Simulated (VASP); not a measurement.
# Eu (P6_3/mmc) in VASP: a series of runs

Runs on Eu. Level: PBE. Tasks: relaxation of cell and atoms, single point.

Everything below comes from runs of VASP 6.6.1. Logs are shortened: lines on timing, memory, paths and dates and some standing lists are left out, and cuts for length are marked.

**1. The cell of the first run**

The structure is hexagonal, space group P6_3/mmc (No. 194). Conventional cell: a = 4.107 Å, b = 4.107 Å, c = 6.708 Å, α = 90.00°, β = 90.00°, γ = 120.00°. Eu (site symmetry -6m2) has 12 Eu at 4.11 Å within 5.4 Å.

This isn't the form of Eu at room conditions, which is bcc.

**2. Relaxation of cell and atoms, PBE, collinear spin, ferromagnetic start**

Input file INCAR:

```
PREC = Accurate
ENCUT = 600
EDIFF = 1E-7
ISMEAR = 0
SIGMA = 0.05
LREAL = False
LASPH = True
NELM = 200
ALGO = Normal
ISIF = 3
LWAVE = False
LCHARG = False
ISPIN = 2
MAGMOM = 7 7
LORBIT = 11
LMAXMIX = 6
GGA = PE
IBRION = 2
NSW = 80
EDIFFG = -0.01
GGA_COMPAT = False
NELMIN = 4
KPAR = 4
```

Input file KPOINTS:

```
regular mesh
0
Gamma
  12 12 6
```

Input file POSCAR:

```
Eu
1.0
    4.1067582141      0.0000000000      0.0000000000
   -2.0533791070      3.5565569406      0.0000000000
    0.0000000000      0.0000000000      6.7077050830
Eu
2
Direct
    0.3333333333      0.6666666667      0.7500000000
    0.6666666667      0.3333333333      0.2500000000
```

Potentials or basis: VASP PAW PBE potentials, release 64 (Eu).

On the command line:

```
$ cat potpaw_PBE.64/Eu/POTCAR > POTCAR
$ mpirun -np 4 vasp_std > vasp.out
```

OUTCAR:

```text
PREC = Accurate
   ENCUT = 600
   EDIFF = 1E-7
   ISMEAR = 0
   LREAL = False
   LASPH = True
   NELM = 200
   ISIF = 3
   ISPIN = 2
   LORBIT = 11
   GGA = PE
   IBRION = 2
   NSW = 80
   EDIFFG = -0.01
   NELMIN = 4

 ion  position               nearest neighbor table
   1  0.333  0.667  0.750-
   2  0.667  0.333  0.250-

  LATTYP: Found a hexagonal cell.
 ALAT       =     4.1067582141
 C/A-ratio  =     1.6333333333

  Lattice vectors:

 A1 = (   4.1067582141,   0.0000000000,   0.0000000000)
 A2 = (  -2.0533791070,   3.5565569406,   0.0000000000)
 A3 = (   0.0000000000,   0.0000000000,   6.7077050830)

Analysis of symmetry for initial positions (statically):
=====================================================================
 Subroutine PRICEL returns:
 Original cell was already a primitive cell.

 Routine SETGRP: Setting up the symmetry group for a
 hexagonal supercell.

 Subroutine GETGRP returns: Found 24 space group operations
 (whereof 12 operations were pure point group operations)
 out of a pool of 24 trial point group operations.

The static configuration has the point symmetry D_3d.
 The point group associated with its full space group is D_6h.

Analysis of symmetry for dynamics (positions and initial velocities):
=====================================================================
 Subroutine PRICEL returns:
 Original cell was already a primitive cell.

 Routine SETGRP: Setting up the symmetry group for a
 hexagonal supercell.

 Subroutine GETGRP returns: Found 24 space group operations
 (whereof 12 operations were pure point group operations)
 out of a pool of 24 trial point group operations.

The dynamic configuration has the point symmetry D_3d.
 The point group associated with its full space group is D_6h.

Analysis of structural, dynamic, and magnetic symmetry:
=====================================================================
 Subroutine PRICEL returns:
 Original cell was already a primitive cell.

 Routine SETGRP: Setting up the symmetry group for a
 hexagonal supercell.

 Subroutine GETGRP returns: Found 24 space group operations
 (whereof 12 operations were pure point group operations)
 out of a pool of 24 trial point group operations.

The overall configuration has the point symmetry D_3d.
 The point group associated with its full space group is D_6h.

 Subroutine INISYM returns: Found 24 space group operations
 (whereof 12 operations are pure point group operations),
 and found     1 'primitive' translations

----------------------------------------------------------------------------------------

                                     Primitive cell

  volume of cell :      97.9722

  direct lattice vectors                    reciprocal lattice vectors
     4.106758214  0.000000000  0.000000000     0.243501065  0.140585406  0.000000000
    -2.053379107  3.556556941  0.000000000     0.000000000  0.281170811  0.000000000
     0.000000000  0.000000000  6.707705083     0.000000000  0.000000000  0.149082285

  length of vectors
     4.106758214  4.106758214  6.707705083     0.281170811  0.281170811  0.149082285

  position of ions in fractional coordinates (direct lattice)
     0.333333333  0.666666667  0.750000000
     0.666666667  0.333333333  0.250000000

  ion indices of the primitive-cell ions
   primitive index   ion index
                 1           1
                 2           2

----------------------------------------------------------------------------------------

 KPOINTS: regular mesh

Automatic generation of k-mesh.
 Grid dimensions read from file:
 generate k-points for:   12   12    6

 Generating k-lattice:

  Cartesian coordinates                     Fractional coordinates (reciprocal lattice)
     0.020291755  0.011715450  0.000000000     0.083333333  0.000000000  0.000000000
     0.000000000  0.023430901  0.000000000     0.000000000  0.083333333  0.000000000
     0.000000000  0.000000000  0.024847047     0.000000000  0.000000000  0.166666667

  Length of vectors
     0.023430901  0.023430901  0.024847047

  Shift w.r.t. Gamma in fractional coordinates (k-lattice)
     0.000000000  0.000000000  0.000000000

 Subroutine IBZKPT returns following result:
 ===========================================

 Found     76 irreducible k-points:

 Following reciprocal coordinates:
            Coordinates               Weight
  0.000000  0.000000  0.000000      1.000000
  0.083333 -0.000000  0.000000      6.000000
  0.166667  0.000000  0.000000      6.000000
  0.250000 -0.000000  0.000000      6.000000
  0.333333 -0.000000  0.000000      6.000000
  0.416667 -0.000000  0.000000      6.000000
[... 16 lines left out ...]
  0.250000 -0.000000  0.166667     12.000000
  0.333333 -0.000000  0.166667     12.000000
 [... further k-points ...]
   k-points           NKPTS =     76   k-points in BZ     NKDIM =     76   number of bands    NBANDS=     28
   number of dos      NEDOS =    301   number of ions     NIONS =      2
   total plane-waves  NPLWV =  69984
   dimension x,y,z NGX =    36 NGY =   36 NGZ =   54
   dimension x,y,z NGXF=    72 NGYF=   72 NGZF=  108
   ions per type =               2
   NGX,Y,Z   is equivalent  to a cutoff of  14.57, 14.57, 13.38 a.u.
   NGXF,Y,Z  is equivalent  to a cutoff of  29.15, 29.15, 26.77 a.u.
 SYSTEM =  unknown system
   PREC   = accura    normal or accurate (medium, high low for compatibility)
   ISTART =      0    job   : 0-new  1-cont  2-samecut
   ICHARG =      2    charge: 1-file 2-atom 10-const
   ISPIN  =      2    spin polarized calculation?
   LNONCOLLINEAR =      F non collinear calculations
   LSORBIT =      F    spin-orbit coupling
   LASPH  =      T    aspherical Exc in radial PAW
   ENCUT  =  600.0 eV  44.10 Ry    6.64 a.u.   8.20  8.20 13.40*2*pi/ulx,y,z
   NELM   =    200;   NELMIN=  4; NELMDL= -5     # of ELM steps
   EDIFF  = 0.1E-06   stopping-criterion for ELM
   LREAL  =      F    real-space projection
   EDIFFG = -.1E-01   stopping-criterion for IOM
   NSW    =     80    number of steps for IOM
   IBRION =      2    ionic relax: 0-MD 1-quasi-New 2-CG
   NFREE  =      1    steps in history (QN), initial steepest desc. (CG)
   ISIF   =      3    stress and relaxation
   ISYM   =      2    0-nonsym 1-usesym 2-fastsym
   POTIM  = 0.5000    time-step for ionic-motion
   TEBEG  =    0.0;   TEEND  =   0.0 temperature during run
   PSTRESS=    0.0 pullay stress
   NELECT =      34.0000    total number of electrons
   NUPDOWN=      -1.0000    fix difference up-down
   EMIN   =  10.00;   EMAX   =-10.00  energy-range for DOS
   EFERMI =   0.00;   METHOD = LEGACY
   ISMEAR =     0;   SIGMA  =   0.05  broadening in eV -4-tet -1-fermi 0-gaus
   EFERMI_NEDOS =   21; number of points for ismear=-14 and -15
   IALGO  =     38    algorithm
   IMIX   =      4    mixing-type and parameters
     AMIX     =   0.40;   BMIX     =  1.00
     AMIX_MAG =   1.60;   BMIX_MAG =  1.00
  volume/ion in A,a.u.               =      48.99       330.57
  Fermi-wavevector in a.u.,A,eV,Ry     =   1.150448  2.174031 18.007715  1.323530
  Thomas-Fermi vector in A             =   2.287111
   LORBIT       =     11    0 simple, 1 ext, 2 COOP (PROOUT), +10 PAW based schemes
   GGA     = PE    functional components
   LHFCALC =     F    Hartree Fock is set to
   AEXX    =    0.0000 exact exchange contribution
   IVDW    =     0    specifies the selected vdW correction
   LEPSILON=     F    determine dielectric tensor
   LRPA    =     F    only Hartree local field effects (RPA)
 conjugate gradient relaxation of ions
 spin polarized calculation
 Gauss-broadening in eV      SIGMA  =   0.05
  energy-cutoff  :      600.00
  volume of cell :       97.97
 maximum number of plane-waves:      3297
 NGX is ok and might be reduce to    36
   NGX = 17   NGY = 17   NGZ = 27

--------------------------------------- Ionic step        1  -------------------------------------------

 number of electron      33.9999997 magnetization      15.1009053

 Free energy of the ion-electron system (eV)
  ---------------------------------------------------
  ext. energy  EPLUGINS =         0.00000000
  ---------------------------------------------------
  free energy    TOTEN  =       -22.82747588 eV

  energy without entropy =      -22.82314656  energy(sigma->0) =      -22.82531122

------------------------ aborting loop because EDIFF is reached ----------------------------------------

  FORCE on cell =-STRESS in cart. coord.  units (eV):
  Direction    XX          YY          ZZ          XY          YZ          ZX
  --------------------------------------------------------------------------------------
  -------------------------------------------------------------------------------------
  Total       -1.0725625     -1.0725625     -1.3835330     -0.0000000     -0.0000000     -0.0000000
  in kB      -17.5400300    -17.5400300    -22.6254516     -0.0000000     -0.0000000     -0.0000000
  external PRESSURE =     -19.2351706 kB  Pullay stress =       0.0000000 kB
[... 279 lines left out ...]
  energy  without entropy=      -22.9280466081  energy(sigma->0) =      -22.93033829

--------------------------------------- Ionic step        9  -------------------------------------------

 number of electron      34.0000002 magnetization     -15.1412549

 Free energy of the ion-electron system (eV)
  ---------------------------------------------------
  ext. energy  EPLUGINS =         0.00000000
  ---------------------------------------------------
  free energy    TOTEN  =       -22.93263014 eV

  energy without entropy =      -22.92804095  energy(sigma->0) =      -22.93033555

 E-fermi :   2.1021     XC(G=0):  -8.8604

 val. band max:        2.1008429407   @ k =   0.2500  -0.0000   0.0000
 cond. band min:       2.1021563452   @ k =   0.3333   0.2500   0.3333
 fundamental gap:      0.0013134044
 Fermi energy:         2.1020744109

 spin component 1

 k-point     1 :       0.0000    0.0000    0.0000
  band No.  band energies     occupation
      1     -36.3231      1.00000
      2     -36.2757      1.00000
      3     -16.2396      1.00000
      4     -15.7403      1.00000
      5     -15.7403      1.00000
      6     -15.6582      1.00000
[... 733 lines left out ...]
     27       6.6687      0.00000
     28       6.6883      0.00000

 [... further k-points ...]

 spin component 2

 k-point     1 :       0.0000    0.0000    0.0000
  band No.  band energies     occupation
      1     -39.4867      1.00000
      2     -39.4496      1.00000
      3     -18.5153      1.00000
      4     -18.1065      1.00000
      5     -18.1065      1.00000
      6     -18.0380      1.00000
[... 733 lines left out ...]
     27       3.4149      0.00000
     28       3.7414      0.00000

 [... further k-points ...]
[... 5 lines left out ...]
  --------------------------------------------------------------------------------------
  -------------------------------------------------------------------------------------
  Total       -0.0065011     -0.0065011     -0.0116202     -0.0000000     -0.0000000      0.0000000
  in kB       -0.1254693     -0.1254693     -0.2242668     -0.0000000     -0.0000000      0.0000000
  external PRESSURE =      -0.1584018 kB  Pullay stress =       0.0000000 kB
[... 17 lines left out ...]
  FREE ENERGIE OF THE ION-ELECTRON SYSTEM (eV)
  ---------------------------------------------------
  free  energy   TOTEN  =       -22.9326301377 eV

  energy  without entropy=      -22.9280409538  energy(sigma->0) =      -22.93033555

 reached required accuracy - stopping structural energy minimisation

 total charge

# of ion       s       p       d       f       tot
--------------------------------------------------
    1        2.084   5.709   0.317   6.629  14.738
    2        2.084   5.709   0.317   6.629  14.738
--------------------------------------------------
tot          4.168  11.417   0.634  13.257  29.476

 magnetization (x)

# of ion       s       p       d       f       tot
--------------------------------------------------
    1        0.000   0.082  -0.197  -6.627  -6.742
    2        0.000   0.082  -0.197  -6.627  -6.742
--------------------------------------------------
tot          0.001   0.163  -0.395 -13.254 -13.484
```

Wall time 47 min (4 MPI ranks of Intel Xeon Platinum 8488C (Sapphire Rapids), shared host); peak memory 0.63 GiB.

What came out:

| Property | Result |
| --- | --- |
| Free energy | -22.9326 eV |
| Relaxed volume | 41.51 Å³/atom |
| Relaxed cell | a = 3.909 Å, b = 3.909 Å, c = 6.273 Å, α = 90.00°, β = 90.00°, γ = 120.00° |
| Space group after relaxing (to 0.1 Å) | P6_3/mmc (No. 194) |
| Energy gained by relaxing | 52.6 meV/atom |
| Ionic steps | 9 |
| Pressure after relaxing | 0.0 GPa |
| Net moment | -15.14 μB per cell |
| Site moments | Eu -6.74 μB |
| Valence electrons inside the program's atomic spheres | Eu 14.74 |

The path:
```csv
step,energy change (eV),largest force (eV/Å),pressure (GPa),volume (Å³)
1,0.0000,0.0000,-1.92,97.97
2,-0.0791,0.0000,-1.10,89.87
3,-0.1049,0.0000,-0.13,83.50
4,-0.1051,0.0000,0.03,82.69
5,-0.1051,0.0000,0.01,82.98
6,-0.1051,0.0000,-0.03,83.00
7,-0.1051,0.0000,-0.03,83.05
8,-0.1052,0.0000,-0.02,83.03
9,-0.1052,0.0000,-0.02,83.02
```

Final structure:
```cif
data_structure
_symmetry_space_group_name_H-M 'P 1'
_symmetry_Int_Tables_number 1
_cell_length_a 3.9092
_cell_length_b 3.9092
_cell_length_c 6.2726
_cell_angle_alpha 90.000
_cell_angle_beta 90.000
_cell_angle_gamma 120.000
_cell_volume 83.02
loop_
_atom_site_label
_atom_site_type_symbol
_atom_site_fract_x
_atom_site_fract_y
_atom_site_fract_z
_atom_site_occupancy
Eu1 Eu 0.33333 0.66667 0.75000 1
Eu2 Eu 0.66667 0.33333 0.25000 1
```

Levels at points of the mesh, in eV from the Fermi level:
Spin up:
```
           k point  band 7  band 8  band 9  band 10  band 11  band 12  band 13  band 14
(0.00, 0.00, 0.00)  -17.76  -17.75   -3.41    -0.78     1.74     2.83     2.83     2.93
(0.50, 0.00, 0.00)  -17.89  -17.83   -0.53    -0.08     0.28     1.11     2.33     2.68
(0.00, 0.00, 0.50)  -17.80  -17.80   -2.11    -2.11     1.89     1.89     2.83     2.83
(0.50, 0.00, 0.50)  -17.90  -17.90   -0.56    -0.56     1.20     1.20     2.24     2.24
```
Spin down:
| k point | band 21 | band 22 | band 23 | band 24 | band 25 | band 26 | band 27 | band 28 |
| --- | --- | --- | --- | --- | --- | --- | --- | --- |
| (0.00, 0.00, 0.00) | -0.37 | -0.37 | -0.33 | -0.32 | 0.69 | 1.77 | 1.77 | 1.90 |
| (0.50, 0.00, 0.00) | -0.34 | -0.33 | -0.33 | -0.33 | -0.28 | 0.02 | 1.31 | 1.55 |
| (0.00, 0.00, 0.50) | -0.34 | -0.34 | -0.33 | -0.33 | 0.95 | 0.95 | 1.71 | 1.71 |
| (0.50, 0.00, 0.50) | -0.34 | -0.34 | -0.33 | -0.33 | 0.17 | 0.17 | 1.34 | 1.34 |

Caveat: the volume moved by over 15 % at a fixed basis, so the end points are rough; spin-orbit coupling is left out, which moves the levels of the heavy elements; semilocal functionals describe open f shells poorly, which spoils levels, moments and volumes.

**3. Single point, PBE, collinear spin, ferromagnetic start**

This run uses another cell than the first one, of 42.08 Å³/atom.

Input file INCAR:

```
SYSTEM = Eu
  PREC = Accurate
  ENCUT = 520
  EDIFF = 1E-7
  ISMEAR = 0
  SIGMA = 0.05
  LREAL = .FALSE.
  LASPH = .TRUE.
  NELM = 150
  ALGO = Normal
  ISIF = 2
  LWAVE = .FALSE.
  LCHARG = .TRUE.
  ISPIN = 2
  MAGMOM = 7 7
  LORBIT = 11
  LMAXMIX = 6
  GGA = PE
  LELF = .TRUE.
  LVHAR = .TRUE.
  NBANDS = 28
```

Input file KPOINTS:

```
regular mesh
0
G
  12 12 6
  0 0 0
```

Input file POSCAR:

```
Eu
1.0
    3.9282735691      0.0000000000      0.0000000000
   -1.9641367845      3.4019847039      0.0000000000
    0.0000000000      0.0000000000      6.2975548507
Eu
2
Direct
    0.3333333333      0.6666666667      0.7500000000
    0.6666666667      0.3333333333      0.2500000000
```

Potentials or basis: VASP PAW PBE potentials, release 64 (Eu).

On the command line:

```
$ cat potpaw_PBE.64/Eu/POTCAR > POTCAR
$ mpirun -np 1 vasp_std > vasp.out
```

It took 5.4 min on 1 thread of AMD EPYC 9R45 (Zen 5), shared host; peak memory 0.4 GiB.

Results (log left out):

| Quantity | Value |
| --- | --- |
| Free energy | -22.9256 eV |
| Pressure | -0.3 GPa |
| Net moment | 15.16 μB per cell |
| Site moments | Eu +6.74 μB |
| Valence electrons inside the program's atomic spheres | Eu 14.74 |

Levels at points of the mesh, in eV from the Fermi level:
Spin up:
| k point | band 22 | band 23 | band 24 | band 25 | band 26 | band 27 |
| --- | --- | --- | --- | --- | --- | --- |
| (0.00, 0.00, 0.00) | -0.37 | -0.33 | -0.32 | 0.66 | 1.77 | 1.77 |
| (0.50, 0.00, 0.00) | -0.33 | -0.33 | -0.33 | -0.28 | 0.01 | 1.29 |
| (0.00, 0.00, 0.50) | -0.34 | -0.33 | -0.33 | 0.95 | 0.95 | 1.70 |
| (0.50, 0.00, 0.50) | -0.34 | -0.33 | -0.33 | 0.17 | 0.17 | 1.30 |
Spin down:
```
           k point  band 7  band 8  band 9  band 10  band 11  band 12  band 13  band 14
(0.00, 0.00, 0.00)  -17.78  -17.77   -3.39    -0.77     1.71     2.83     2.83     2.93
(0.50, 0.00, 0.00)  -17.91  -17.84   -0.53    -0.07     0.30     1.09     2.31     2.67
(0.00, 0.00, 0.50)  -17.82  -17.82   -2.11    -2.11     1.89     1.89     2.82     2.82
(0.50, 0.00, 0.50)  -17.91  -17.91   -0.54    -0.54     1.20     1.20     2.21     2.21
```

Caveat: spin-orbit coupling is left out, which moves the levels of the heavy elements; semilocal functionals describe open f shells poorly, which spoils levels, moments and volumes.

**4. Single point, PBE, collinear spin, ferromagnetic start**

This run uses another cell than the first one, of 42.08 Å³/atom.

Input file INCAR:

```
SYSTEM = Eu
PREC = Accurate
ENCUT = 520
EDIFF = 1E-6
ISMEAR = 0
SIGMA = 0.05
LREAL = .FALSE.
LASPH = .TRUE.
NELM = 150
ALGO = Normal
ISIF = 2
LWAVE = .FALSE.
LCHARG = .TRUE.
ISPIN = 2
MAGMOM = 7.92 7.92
LORBIT = 11
LMAXMIX = 6
GGA = PE
LELF = .TRUE.
LVHAR = .TRUE.
NBANDS = 28
```

Input file KPOINTS:

```
regular mesh
0
G
  12 12 8
  0 0 0
```

POSCAR is that of step 3.

On the command line:

```
$ cat potpaw_PBE.64/Eu/POTCAR > POTCAR
$ mpirun -np 1 vasp_std > vasp.out
```

Wall time 7.8 min (1 thread of AMD EPYC 9R45 (Zen 5), shared host); peak memory 0.45 GiB.

The run converged. Its results:

- Free energy: -22.9247 eV
- Pressure: -0.3 GPa
- Net moment: 15.13 μB per cell
- Site moments: Eu +6.74 μB
- Valence electrons inside the program's atomic spheres: Eu 14.74

Levels at points of the mesh, in eV from the Fermi level:
Spin up:
```
           k point  band 20  band 21  band 22  band 23  band 24  band 25  band 26  band 27  band 28
(0.00, 0.00, 0.00)    -0.40    -0.37    -0.37    -0.33    -0.32     0.67     1.77     1.77     1.91
(0.50, 0.00, 0.00)    -0.37    -0.34    -0.33    -0.33    -0.33    -0.27     0.01     1.30     1.55
(0.00, 0.00, 0.50)    -0.34    -0.34    -0.34    -0.32    -0.32     0.96     0.96     1.71     1.71
(0.50, 0.00, 0.50)    -0.42    -0.34    -0.34    -0.32    -0.32     0.17     0.17     1.31     1.31
```
Spin down:
```tsv
k point	band 8	band 9	band 10	band 11	band 12	band 13
(0.00, 0.00, 0.00)	-17.77	-3.40	-0.77	1.70	2.83	2.83
(0.50, 0.00, 0.00)	-17.84	-0.53	-0.07	0.30	1.09	2.31
(0.00, 0.00, 0.50)	-17.82	-2.11	-2.11	1.89	1.89	2.82
(0.50, 0.00, 0.50)	-17.91	-0.54	-0.54	1.20	1.20	2.21
```

Caveat: spin-orbit coupling is left out, which moves the levels of the heavy elements; semilocal functionals describe open f shells poorly, which spoils levels, moments and volumes.

**5. The runs side by side**

| task | cell | k mesh | cutoff (eV) | gap on the mesh (eV) | pressure (GPa) | moment (μB) |
| --- | --- | --- | --- | --- | --- | --- |
| relaxation of cell and atoms | relaxed from a = 4.107, b = 4.107, c = 6.708 Å, angles 90.0, 90.0, 120.0°, 2 atoms | 12 × 12 × 6 | 600 | none | 0.0 | 15.14 |
| single point | a = 3.928, b = 3.928, c = 6.298 Å, angles 90.0, 90.0, 120.0°, 2 atoms | 12 × 12 × 6 | 520 | none | -0.3 | 15.16 |
| single point | a = 3.928, b = 3.928, c = 6.298 Å, angles 90.0, 90.0, 120.0°, 2 atoms | 12 × 12 × 8 | 520 | none | -0.3 | 15.13 |

Alike in all rows: level PBE; potentials or basis VASP PAW PBE potentials, release 64 (Eu); spin collinear, ferromagnetic start; smearing gaussian 0.05 eV.

Caveats: spin-orbit coupling is left out, which moves the levels of the heavy elements; semilocal functionals describe open f shells poorly, which spoils levels, moments and volumes; the volume moved by over 15 % at a fixed basis, so the end points are rough (at least some runs).

Absolute energies hang on the potentials; compare differences alone.
